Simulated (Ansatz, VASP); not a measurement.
# Two plane-wave programs on Mg5O

```
Mg O
1.0
     3.12705    0.00000    0.00000
    -1.56352    2.70810    0.00000
     0.00000    0.00000   25.86847
Mg O
10 2
Direct
  0.00000 0.00000 0.00000
  0.66667 0.33333 0.90494
  0.33333 0.66667 0.09506
  0.33333 0.66667 0.80437
  0.00000 0.00000 0.70278
  0.66667 0.33333 0.19563
  0.00000 0.00000 0.29722
  0.00000 0.00000 0.50000
  0.66667 0.33333 0.60170
  0.33333 0.66667 0.39830
  0.66667 0.33333 0.04685
  0.33333 0.66667 0.95315
```

Alike in both runs: functional PBE; k mesh 12 × 12 × 2; occupations gaussian, width 0.1 eV; no spin polarisation.

Ansatz relaxed the structure, and its values are those at the end. VASP's run is a single point on that final structure, the one shown.

```csv
,VASP,Ansatz
version,VASP 6.6.1,Ansatz 0.2.0
potentials or method,"VASP PAW PBE potentials, release 64 (Mg, O), cutoff 520 eV","scalar-relativistic, plane waves, PAW"
valence electrons in the cell,32,112
```

```csv
,VASP,Ansatz,Ansatz less VASP
gap on the k mesh at the Fermi level (eV),none,none,-
pressure (GPa),-0.2,0.0,+0.23
rms of the force components (eV/Å),0.004,0.000,-0.0034
```

A gap of «none» marks a metal or a gap that the smearing closes. With one functional, cell and mesh, what is left measures potentials, basis and numerics. VASP's potentials hold 32 valence electrons a cell and Ansatz's 112, so a difference there can come from the potentials and not from the codes.
